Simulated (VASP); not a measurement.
Input of a VASP 6.6.1 run:

INCAR

```
PREC = Accurate
ENCUT = 520
EDIFF = 1E-7
ISMEAR = -1
SIGMA = 0.05
LREAL = False
LASPH = True
NELM = 150
ALGO = Normal
ISIF = 2
LWAVE = False
LCHARG = True
ISPIN = 2
MAGMOM = 0 0 0 0 0 0 0 0 0 0 0 0 0
LORBIT = 11
GGA = PE
LELF = True
LVHAR = True
NBANDS = 70
```

File KPOINTS:

```
Automatic mesh
0
Gamma
  2 2 2
```

File POSCAR:

```
LiPb4S8
1.0
    6.1499340000      0.0000000000      0.0000000000
    0.0000000000      6.1499340000      0.0000000000
    0.0000000000      0.0000000000      7.5531970000
Pb S Li
4 8 1
Direct
    0.0037138610      0.0123183436      0.7483560935
    0.0243612370     -0.0505408676      0.2700182453
    0.4488309956      0.5252057990      0.2696523075
    0.5122986686      0.5034683299      0.7488399945
    0.6274647825      0.1266211963     -0.0097779788
    0.8369441038      0.3375146790      0.5037693311
    0.3757128125      0.1157041685      0.4979106198
    0.1286607303      0.3861308105     -0.0146060006
    0.1271844543      0.6270756727      0.5009702514
    0.3872856197      0.8882674188      0.0004772813
    0.8868010616      0.6294443160     -0.0147794371
    0.6153353841      0.8754723221      0.4980214338
    0.8533491579      0.3543151845      0.1969743408
```

Potentials or basis: VASP PAW PBE potentials, release 64 (Pb_d, S, Li_sv).

Run with:

```bash
$ cat potpaw_PBE.64/Pb_d/POTCAR potpaw_PBE.64/S/POTCAR potpaw_PBE.64/Li_sv/POTCAR > POTCAR
$ mpirun -np 1 vasp_std > vasp.out
```

Problem. Estimate the largest force.

Solution. 0.123 eV/Å.

Problem. What does it give for the net moment?

Solution. 0.00 μB per cell.

Forces in eV/Å, atoms in the order of the input:
```
Pb   0.000  0.016  0.003
Pb   0.002  0.005 -0.016
Pb   0.005  0.001 -0.016
Pb   0.016  0.001  0.002
S   -0.069 -0.068  0.011
S   -0.012 -0.013  0.005
S    0.088 -0.085  0.002
S   -0.079  0.076 -0.005
S   -0.003 -0.001  0.000
S    0.064  0.063  0.004
S    0.074 -0.081 -0.005
S   -0.084  0.090  0.002
Li  -0.004 -0.005  0.013
```

Caveat: the k points lie up to 0.51 Å⁻¹ apart.
